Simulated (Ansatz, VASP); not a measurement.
**SiGe2S: VASP beside Ansatz**

```
Si Ge S
1.0
     3.81356    0.00000    0.00000
    -1.90678    3.30264    0.00000
     0.00000    0.00000    5.87381
Si Ge S
1 2 1
Cartesian
  0.0000 0.0000 0.0000
  1.9068 1.1009 4.3108
  1.9068 1.1009 1.5630
  0.0000 2.2018 2.9369
```

Change from the starting cell: species swapped into the Cr2SbAs type (P-6m2, No. 187).

Alike in both runs: task relaxation of cell and atoms; functional PBE; k mesh 6 × 6 × 4; occupations gaussian, width 0.1 eV; no spin polarisation.

|  | VASP | Ansatz |
| --- | --- | --- |
| version | VASP 6.6.1 | Ansatz 0.2.0 |
| potentials or method | VASP PAW PBE potentials, release 64 (Si, Ge_d, S), cutoff 600 eV | scalar-relativistic, plane waves, PAW |
| valence electrons in the cell | 38 | 38 |

Ansatz gave:

```
gap on the k mesh at the Fermi level, each at its own relaxed structure (eV) : none
relaxed volume (Å³/atom)                                                     : 18.81
relaxed cell length with the largest relative difference (Å)                 : 6.486
```

Task: What did VASP give for the same quantities?

Result: gap on the k mesh at the Fermi level, each at its own relaxed structure (eV): none; relaxed volume (Å³/atom): 18.78; relaxed cell length with the largest relative difference (Å): 6.495.

A gap of «none» marks a metal or a gap that the smearing closes.
